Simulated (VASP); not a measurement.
# Cs (I4_1/amd) in VASP: relaxation of cell and atoms with PBEsol

Aim: the relaxation of cell and atoms of Cs with PBEsol.

All numbers are computed with VASP 6.6.1; they aren't measurements. Logs are shortened: lines on timing, memory, paths and dates and some standing lists are left out, and cuts for length are marked.

### Step 1. The cell of the first run

It takes space group I4_1/amd (No. 141, tetragonal). Conventional cell: a = 9.452 Å, b = 9.452 Å, c = 5.111 Å, α = 90.00°, β = 90.00°, γ = 90.00°.

### Step 2. Relaxation of cell and atoms, PBEsol

File INCAR:

```
SYSTEM = Cs
PREC = Accurate
ENCUT = 600
EDIFF = 1E-6
ISMEAR = 0
SIGMA = 0.1
LREAL = .False.
LASPH = .True.
NELM = 60
ALGO = Fast
ISIF = 3
LWAVE = .False.
LCHARG = .False.
GGA = PS
IBRION = 2
NSW = 100
EDIFFG = -0.01
```

File KPOINTS:

```
Automatic mesh
0
Gamma
  12 12 12
  0 0 0
```

File POSCAR:

```
Cs
1.0
   -4.7258407127      4.7258407127      2.5553371904
    4.7258407127     -4.7258407127      2.5553371904
    4.7258407127      4.7258407127     -2.5553371904
Cs
2
Direct
    0.0000000000      0.0000000000      0.0000000000
    0.7500000000      0.2500000000      0.5000000000
```

Potentials or basis: VASP PAW PBE potentials, release 64 (Cs_sv).

Started as:

```
cat potpaw_PBE.64/Cs_sv/POTCAR > POTCAR
mpirun -np 1 vasp_std > vasp.out
```

OUTCAR:

```text
SYSTEM = Cs
   PREC = Accurate
   ENCUT = 600
   EDIFF = 1E-6
   ISMEAR = 0
   LREAL = .False.
   LASPH = .True.
   NELM = 60
   ISIF = 3
   GGA = PS
   IBRION = 2
   NSW = 100
   EDIFFG = -0.01

 ion  position               nearest neighbor table
   1  0.000  0.000  0.000-
   2  0.750  0.250  0.500-

  LATTYP: Found a body centered tetragonal cell.
 ALAT       =     9.4516814254
 C/A-ratio  =     0.5407158950

  Lattice vectors:

 A1 = (  -4.7258407127,   4.7258407127,   2.5553371904)
 A2 = (   4.7258407127,  -4.7258407127,   2.5553371904)
 A3 = (   4.7258407127,   4.7258407127,  -2.5553371904)

Analysis of symmetry for initial positions (statically):
=====================================================================
 Subroutine PRICEL returns:
 Original cell was already a primitive cell.

 Routine SETGRP: Setting up the symmetry group for a
 body centered tetragonal supercell.

 Subroutine GETGRP returns: Found 16 space group operations
 (whereof  8 operations were pure point group operations)
 out of a pool of 16 trial point group operations.

The static configuration has the point symmetry D_2d.
 The point group associated with its full space group is D_4h.

Analysis of symmetry for dynamics (positions and initial velocities):
=====================================================================
 Subroutine PRICEL returns:
 Original cell was already a primitive cell.

 Routine SETGRP: Setting up the symmetry group for a
 body centered tetragonal supercell.

 Subroutine GETGRP returns: Found 16 space group operations
 (whereof  8 operations were pure point group operations)
 out of a pool of 16 trial point group operations.

The dynamic configuration has the point symmetry D_2d.
 The point group associated with its full space group is D_4h.

 Subroutine INISYM returns: Found 16 space group operations
 (whereof  8 operations are pure point group operations),
 and found     1 'primitive' translations

----------------------------------------------------------------------------------------

                                     Primitive cell

  volume of cell :     228.2792

  direct lattice vectors                    reciprocal lattice vectors
    -4.725840713  4.725840713  2.555337190     0.000000000  0.105801281  0.195668893
     4.725840713 -4.725840713  2.555337190     0.105801281  0.000000000  0.195668893
     4.725840713  4.725840713 -2.555337190     0.105801281  0.105801281  0.000000000

  length of vectors
     7.155200140  7.155200140  7.155200140     0.222441513  0.222441513  0.149625606

  position of ions in fractional coordinates (direct lattice)
     0.000000000  0.000000000  0.000000000
     0.750000000  0.250000000  0.500000000

  ion indices of the primitive-cell ions
   primitive index   ion index
                 1           1
                 2           2

----------------------------------------------------------------------------------------

 KPOINTS: Automatic mesh

Automatic generation of k-mesh.
 Grid dimensions read from file:
 generate k-points for:   12   12   12

 Generating k-lattice:

  Cartesian coordinates                     Fractional coordinates (reciprocal lattice)
     0.000000000  0.008816773  0.016305741     0.083333333  0.000000000  0.000000000
     0.008816773  0.000000000  0.016305741     0.000000000  0.083333333  0.000000000
     0.008816773  0.008816773  0.000000000     0.000000000  0.000000000  0.083333333

  Length of vectors
     0.018536793  0.018536793  0.012468801

  Shift w.r.t. Gamma in fractional coordinates (k-lattice)
     0.000000000  0.000000000  0.000000000

 Subroutine IBZKPT returns following result:
 ===========================================

 Found    163 irreducible k-points:

 Following reciprocal coordinates:
            Coordinates               Weight
  0.000000  0.000000  0.000000      1.000000
  0.083333  0.000000 -0.000000      8.000000
  0.166667  0.000000 -0.000000      8.000000
  0.250000 -0.000000  0.000000      8.000000
  0.333333 -0.000000  0.000000      8.000000
  0.416667  0.000000 -0.000000      8.000000
[... 16 lines left out ...]
  0.500000  0.166667  0.000000     16.000000
 -0.416667  0.166667  0.000000     16.000000
 [... further k-points ...]
   k-points           NKPTS =    163   k-points in BZ     NKDIM =    163   number of bands    NBANDS=     13
   number of dos      NEDOS =    301   number of ions     NIONS =      2
   total plane-waves  NPLWV = 216000
   dimension x,y,z NGX =    60 NGY =   60 NGZ =   60
   dimension x,y,z NGXF=   120 NGYF=  120 NGZF=  120
   ions per type =               2
   NGX,Y,Z   is equivalent  to a cutoff of  13.94, 13.94, 13.94 a.u.
   NGXF,Y,Z  is equivalent  to a cutoff of  27.88, 27.88, 27.88 a.u.
 SYSTEM =  Cs
   PREC   = accura    normal or accurate (medium, high low for compatibility)
   ISTART =      0    job   : 0-new  1-cont  2-samecut
   ICHARG =      2    charge: 1-file 2-atom 10-const
   ISPIN  =      1    spin polarized calculation?
   LNONCOLLINEAR =      F non collinear calculations
   LSORBIT =      F    spin-orbit coupling
   LASPH  =      T    aspherical Exc in radial PAW
   ENCUT  =  600.0 eV  44.10 Ry    6.64 a.u.  14.29 14.29 14.29*2*pi/ulx,y,z
   NELM   =     60;   NELMIN=  2; NELMDL= -5     # of ELM steps
   EDIFF  = 0.1E-05   stopping-criterion for ELM
   LREAL  =      F    real-space projection
   EDIFFG = -.1E-01   stopping-criterion for IOM
   NSW    =    100    number of steps for IOM
   IBRION =      2    ionic relax: 0-MD 1-quasi-New 2-CG
   NFREE  =      1    steps in history (QN), initial steepest desc. (CG)
   ISIF   =      3    stress and relaxation
   ISYM   =      2    0-nonsym 1-usesym 2-fastsym
   POTIM  = 0.5000    time-step for ionic-motion
   TEBEG  =    0.0;   TEEND  =   0.0 temperature during run
   PSTRESS=    0.0 pullay stress
   NELECT =      18.0000    total number of electrons
   NUPDOWN=      -1.0000    fix difference up-down
   EMIN   =  10.00;   EMAX   =-10.00  energy-range for DOS
   EFERMI =   0.00;   METHOD = LEGACY
   ISMEAR =     0;   SIGMA  =   0.10  broadening in eV -4-tet -1-fermi 0-gaus
   EFERMI_NEDOS =   21; number of points for ismear=-14 and -15
   IALGO  =     68    algorithm
   IMIX   =      4    mixing-type and parameters
     AMIX     =   0.40;   BMIX     =  1.00
     AMIX_MAG =   1.60;   BMIX_MAG =  1.00
  volume/ion in A,a.u.               =     114.14       770.25
  Fermi-wavevector in a.u.,A,eV,Ry     =   0.702010  1.326607  6.705204  0.492819
  Thomas-Fermi vector in A             =   1.786593
   LORBIT       =      0    0 simple, 1 ext, 2 COOP (PROOUT), +10 PAW based schemes
   GGA     = PS    functional components
   LHFCALC =     F    Hartree Fock is set to
   AEXX    =    0.0000 exact exchange contribution
   IVDW    =     0    specifies the selected vdW correction
   LEPSILON=     F    determine dielectric tensor
   LRPA    =     F    only Hartree local field effects (RPA)
 conjugate gradient relaxation of ions
 non-spin polarized calculation
 RMM-DIIS sequential band-by-band and
 Gauss-broadening in eV      SIGMA  =   0.10
  energy-cutoff  :      600.00
  volume of cell :      228.28
 maximum number of plane-waves:      7675
 NGX is ok and might be reduce to    60
   NGX = 29   NGY = 29   NGZ = 29

 number of electron      17.9999998 magnetization

 Free energy of the ion-electron system (eV)
  ---------------------------------------------------
  ext. energy  EPLUGINS =         0.00000000
  ---------------------------------------------------
  free energy    TOTEN  =        -1.77151790 eV

  energy without entropy =       -1.75869567  energy(sigma->0) =       -1.76510678

 E-fermi :   0.4146     XC(G=0):  -5.4921

 val. band max:        0.4054197499   @ k =  -0.3333   0.3333   0.0833
 cond. band min:       0.4192868285   @ k =  -0.3333  -0.4167   0.0833
 fundamental gap:      0.0138670786
 Fermi energy:         0.4146001853

 k-point     1 :       0.0000    0.0000    0.0000
  band No.  band energies     occupation
      1     -23.5337      2.00000
      2     -23.5154      2.00000
      3     -10.4016      2.00000
      4     -10.4016      2.00000
      5     -10.2375      2.00000
      6     -10.2351      2.00000
      7     -10.2312      2.00000
      8     -10.2312      2.00000
      9      -1.2831      2.00000
     10       0.7850      0.00000
     11       1.5511      0.00000
     12       1.9757      0.00000
     13       2.3788      0.00000

 k-point     2 :       0.0833    0.0000   -0.0000
  band No.  band energies     occupation
      1     -23.5331      2.00000
      2     -23.5153      2.00000
      3     -10.4007      2.00000
      4     -10.3974      2.00000
      5     -10.2486      2.00000
      6     -10.2449      2.00000
      7     -10.2318      2.00000
      8     -10.2305      2.00000
      9      -1.2108      2.00000
     10       0.8228      0.00000
     11       1.6022      0.00000
     12       2.0017      0.00000
     13       2.4284      0.00000

 k-point     3 :       0.1667    0.0000   -0.0000
  band No.  band energies     occupation
      1     -23.5315      2.00000
      2     -23.5151      2.00000
      3     -10.3984      2.00000
      4     -10.3862      2.00000
      5     -10.2755      2.00000
      6     -10.2696      2.00000
      7     -10.2377      2.00000
      8     -10.2285      2.00000
      9      -1.0005      2.00000
     10       0.9235      0.00000
     11       1.6955      0.00000
     12       2.0005      0.00000
     13       2.2608      0.00000
[... 305 lines left out ...]
 k-point    23 :       0.5000    0.1667    0.0000
  band No.  band energies     occupation
      1     -23.5245      2.00000
      2     -23.5170      2.00000
      3     -10.3913      2.00000
      4     -10.3594      2.00000
      5     -10.3513      2.00000
      6     -10.2956      2.00000
      7     -10.2835      2.00000
      8     -10.2299      2.00000
      9       0.0357      2.00000
     10       0.8745      0.00000
     11       1.3613      0.00000
     12       1.7140      0.00000
     13       2.2080      0.00000

 k-point    24 :      -0.4167    0.1667    0.0000
  band No.  band energies     occupation
      1     -23.5268      2.00000
      2     -23.5173      2.00000
      3     -10.3908      2.00000
      4     -10.3468      2.00000
      5     -10.3275      2.00000
      6     -10.2873      2.00000
      7     -10.2735      2.00000
      8     -10.2317      2.00000
      9      -0.3917      2.00000
     10       0.8208      0.00000
     11       1.5191      0.00000
     12       1.9363      0.00000
     13       2.1584      0.00000

 [... further k-points ...]

------------------------ aborting loop because EDIFF is reached ----------------------------------------

  FORCE on cell =-STRESS in cart. coord.  units (eV):
  Direction    XX          YY          ZZ          XY          YZ          ZX
  --------------------------------------------------------------------------------------
  -------------------------------------------------------------------------------------
  Total       -0.0065275     -0.0065275     -0.0155719      0.0000000      0.0000000      0.0000000
  in kB       -0.0458133     -0.0458133     -0.1092913      0.0000000      0.0000000      0.0000000
  external PRESSURE =      -0.0669726 kB  Pullay stress =       0.0000000 kB

 VOLUME and BASIS-vectors are now :
 -----------------------------------------------------------------------------
  energy-cutoff  :      600.00
  volume of cell :      228.28
      direct lattice vectors                 reciprocal lattice vectors
    -4.725840713  4.725840713  2.555337190     0.000000000  0.105801281  0.195668893
     4.725840713 -4.725840713  2.555337190     0.105801281  0.000000000  0.195668893
     4.725840713  4.725840713 -2.555337190     0.105801281  0.105801281  0.000000000

 POSITION                                       TOTAL-FORCE (eV/Angst)
 -----------------------------------------------------------------------------------
      0.00000      0.00000      0.00000         0.000000     -0.000000      0.000000
      0.00000      4.72584      1.27767        -0.000000      0.000000     -0.000000
 -----------------------------------------------------------------------------------
    total drift:                               -0.000000     -0.000000      0.000000

  FREE ENERGIE OF THE ION-ELECTRON SYSTEM (eV)
  ---------------------------------------------------
  free  energy   TOTEN  =        -1.7715178987 eV

  energy  without entropy=       -1.7586956682  energy(sigma->0) =       -1.76510678

 reached required accuracy - stopping structural energy minimisation
```

Wall time 14 min (1 thread of Oxide Virtual Turin-like, shared host); peak memory 0.8 GiB.

What came out:

```yaml
Free_energy: -1.7715 eV
Pressure_after_relaxing: 0.0 GPa
Band_gap_on_the_k_mesh: zero (bands 9 and 10 overlap by 1.19 eV)
```

Final structure:
```
CELL_PARAMETERS angstrom
-4.72584 4.72584 2.55534
4.72584 -4.72584 2.55534
4.72584 4.72584 -2.55534
ATOMIC_POSITIONS crystal
Cs 0.00000 0.00000 0.00000
Cs 0.75000 0.25000 0.50000
```

Caveat: the PAW data sets were made with another functional, which shifts forces and pressure a little; spin-orbit coupling is left out, which moves the levels of the heavy elements.
